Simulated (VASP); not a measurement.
Input of a VASP 6.6.1 run:

Contents of INCAR:

```
ALGO = Normal
EDIFF = 1E-6
ENCUT = 520
GGA = PE
ISIF = 2
ISMEAR = 0
LASPH = T
LCHARG = F
LREAL = F
LWAVE = F
NBANDS = 55
NELM = 60
PREC = Accurate
SIGMA = 0.1
```

KPOINTS

```
k-points
0
Gamma
  6 6 2
```

File POSCAR:

```
Sn4Bi2O
1.0
    5.1162342883      0.0000000000      0.0000000000
   -2.5581171441      4.4307888654      0.0000000000
    0.0000000000      0.0000000000      9.5291311729
Sn Bi O
4 2 1
Direct
    0.3333333333      0.6666666667      0.8355758465
    0.3333333333      0.6666666667      0.1644241535
    0.6666666667      0.3333333333      0.1644241535
    0.6666666667      0.3333333333      0.8355758465
    0.3333333333      0.6666666667      0.5000000000
    0.6666666667      0.3333333333      0.5000000000
    0.0000000000      0.0000000000      0.5000000000
```

Potentials or basis: VASP PAW PBE potentials, release 64 (Sn_d, Bi_d, O).

The run is started by

```bash
$ cat potpaw_PBE.64/Sn_d/POTCAR potpaw_PBE.64/Bi_d/POTCAR potpaw_PBE.64/O/POTCAR > POTCAR
$ mpirun -np 1 vasp_std > vasp.out
```

(1) Predict the largest force.

(2) Predict the band gap on the k mesh.

(3) Estimate the pressure.

Results:

(1) 0.018 eV/Å.

(2) zero (bands 46 and 47 overlap by 2.55 eV).

(3) -0.1 GPa.

Caveat: spin-orbit coupling is left out, which moves the levels of the heavy elements.
